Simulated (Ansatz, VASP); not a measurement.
# Two plane-wave programs on SiC

```xyz
2
Lattice="0.0000 2.0965 2.0965 2.1781 -0.0817 2.1781 2.1781 2.1781 -0.0817" Properties=species:S:1:pos:R:3 pbc="T T T"
Si    0.0000    0.0000    0.0000
C     3.2672    3.1447    3.1447
```

Change from the starting cell: strain -0.0750 x Voigt [0, 0, 0, 1, 0, 0], atoms carried along.

Alike in both runs: task single point; functional r2SCAN; k mesh 10 × 10 × 10; occupations gaussian, width 0.05 eV; no spin polarisation.

|  | VASP | Ansatz |
| --- | --- | --- |
| version | VASP 6.6.1 | Ansatz 0.2.0 |
| potentials or method | VASP PAW PBE potentials, release 64 (Si, C), cutoff 520 eV | scalar-relativistic, plane waves, PAW |
| valence electrons in the cell | 8 | 8 |

VASP gave:

```
gap on the k mesh at the Fermi level (eV)                     : 1.27
least direct gap on the mesh (eV)                             : 4.22
pressure (GPa)                                                : 1.5
traceless stress, the component that is largest in VASP (GPa) : 21.53
rms of the force components (eV/Å)                            : 0.335
```

**Question.** Which values does Ansatz return?

**Answer.** gap on the k mesh at the Fermi level (eV): 1.27; least direct gap on the mesh (eV): 4.21; pressure (GPa): 1.7; traceless stress, the component that is largest in VASP (GPa): 21.44; rms of the force components (eV/Å): 0.338.

VASP's potentials were made for PBE, not for r2SCAN. Atom by atom the forces differ by 0.003 eV/Å (rms over components).
